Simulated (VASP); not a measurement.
Input of a VASP 6.6.1 run:

File INCAR:

```
SYSTEM = Mo
PREC = Accurate
ENCUT = 520
EDIFF = 1E-7
ISMEAR = 0
SIGMA = 0.1
LREAL = .FALSE.
LASPH = .TRUE.
NELM = 60
ALGO = Normal
ISIF = 2
LWAVE = .FALSE.
LCHARG = .FALSE.
GGA = PS
NBANDS = 13
```

Contents of KPOINTS:

```
regular mesh
0
G
  18 18 18
  0 0 0
```

POSCAR

```
Mo
1.0
    0.0000000000      1.9804043431      1.9804043431
    1.9804043431      0.0000000000      1.9804043431
    1.9804043431      1.9804043431      0.0000000000
Mo
1
Direct
    0.0000000000      0.0000000000      0.0000000000
```

Potentials or basis: VASP PAW PBE potentials, release 64 (Mo_sv).

The run is started by

```sh
$ cat potpaw_PBE.64/Mo_sv/POTCAR > POTCAR
$ mpirun -np 1 vasp_std > vasp.out
```

Q: Predict the band gap on the k mesh.

A: Zero (band 7 reaches 16.30 eV, above the bottom of band 8 at 11.38 eV).

Q: What does it give for the pressure?

A: 0.5 GPa.

Caveat: the PAW data sets were made with another functional, which shifts forces and pressure a little.
